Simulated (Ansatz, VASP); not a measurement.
Pt in VASP and in Ansatz

```
Pt
1.0
    -1.60006    1.58422    1.58422
     1.60006   -1.58422    1.58422
     1.60006    1.58422   -1.58422
Pt
1
Cartesian
  0.0000 0.0000 0.0000
```

Change from the starting cell: strain +0.0100 x Voigt [1, 0, 0, 0, 0, 0], atoms carried along.

Alike in both runs: task single point; functional PBEsol; k mesh 22 × 22 × 22; occupations gaussian, width 0.15 eV; no spin polarisation.

|  | VASP | Ansatz |
| --- | --- | --- |
| version | VASP 6.6.1 | Ansatz 0.2.0 |
| potentials or method | VASP PAW PBE potentials, release 64 (Pt), cutoff 520 eV | scalar-relativistic, plane waves, PAW |
| valence electrons in the cell | 10 | 18 |

|  | VASP | Ansatz | Ansatz less VASP |
| --- | --- | --- | --- |
| gap on the k mesh at the Fermi level (eV) | none | none | - |
| pressure (GPa) | -13.4 | -13.0 | +0.34 |
| traceless stress, the component that is largest in VASP (GPa) | 0.62 | 0.62 | +0.001 |

VASP's potentials were made for PBE, not for PBEsol. A gap of «none» marks a metal or a gap that the smearing closes. VASP's potentials hold 10 valence electrons a cell and Ansatz's 18, so a difference there can come from the potentials and not from the codes.

Neither program's run includes spin-orbit coupling.
